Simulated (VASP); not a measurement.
A run of VASP 6.6.1:

The input INCAR:

```
SYSTEM = CoSi2
  ALGO = Normal
  EDIFF = 1E-6
  ENCUT = 520
  GGA = PE
  ISIF = 2
  ISMEAR = -1
  ISPIN = 2
  LASPH = .True.
  LCHARG = .True.
  LELF = .True.
  LMAXMIX = 4
  LORBIT = 11
  LREAL = .False.
  LVHAR = .True.
  LWAVE = .False.
  MAGMOM = 2.5 0 0
  NBANDS = 20
  NELM = 150
  NUPDOWN = 2.5
  PREC = Accurate
  SIGMA = 0.05
```

Contents of KPOINTS:

```
k-points
0
Gamma
  7 7 7
  0 0 0
```

The input POSCAR:

```
CoSi2
1.0
    0.0000000000      2.6780000000      2.6780000000
    2.6780000000      0.0000000000      2.6780000000
    2.6780000000      2.6780000000      0.0000000000
Co Si
1 2
Direct
    0.0000000000      0.0000000000      0.0000000000
    0.7500000000      0.7500000000      0.7500000000
    0.2500000000      0.2500000000      0.2500000000
```

Potentials or basis: VASP PAW PBE potentials, release 64 (Co, Si).

The run is started by

```sh
$ cat potpaw_PBE.64/Co/POTCAR potpaw_PBE.64/Si/POTCAR > POTCAR
$ mpirun -np 1 vasp_std > vasp.out
```

Hardware: 1 thread of Intel(R) Xeon(R) 6975P-C (Granite Rapids), with other jobs on the host.

Estimate the wall time of this run.

It took 19 s on 1 thread of Intel(R) Xeon(R) 6975P-C (Granite Rapids) (shared host), peak memory 0.17 GiB. Counts: scf iterations 14, k points 20.
